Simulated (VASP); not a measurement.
The system is SnSe.

```xyz
2
Lattice="0.0000 3.0100 3.0100 3.0100 0.0000 3.0100 3.0100 3.0100 0.0000" Properties=species:S:1:pos:R:3 pbc="T T T"
Sn    0.0000    0.0000    0.0000
Se    3.0100    3.0100    3.0100
```

```yaml
Program: VASP 6.6.1
Task: relaxation of cell and atoms
Functional: LDA
Potentials_or_basis: VASP PAW LDA potentials, release 64 (Sn_d, Se)
Cutoff: 600 eV
k_mesh: 8 × 8 × 8
Occupations: fermi-dirac, width 0.02 eV
Spin: no spin polarisation
```

At the start: pressure -3.2 GPa; volume 27.27 Å³/atom.

Q: Where does the relaxation end?

A: Over 3 steps the energy falls by 17.6 meV/atom and the volume is 25.63 Å³/atom (-6.0 %); space group Fm-3m (No. 225, to 0.05 Å).

Step by step:
| step | energy change (eV) | largest force (eV/Å) | pressure (GPa) | volume (Å³) |
| --- | --- | --- | --- | --- |
| 1 | 0.0000 | 0.0000 | -3.23 | 54.54 |
| 2 | -0.0316 | 0.0000 | 1.19 | 50.32 |
| 3 | -0.0351 | 0.0000 | 0.02 | 51.26 |

Final structure:
```
Sn Se
1.0
     0.00000    2.94844    2.94844
     2.94844    0.00000    2.94844
     2.94844    2.94844    0.00000
Sn Se
1 1
Direct
  0.00000 0.00000 0.00000
  0.50000 0.50000 0.50000
```
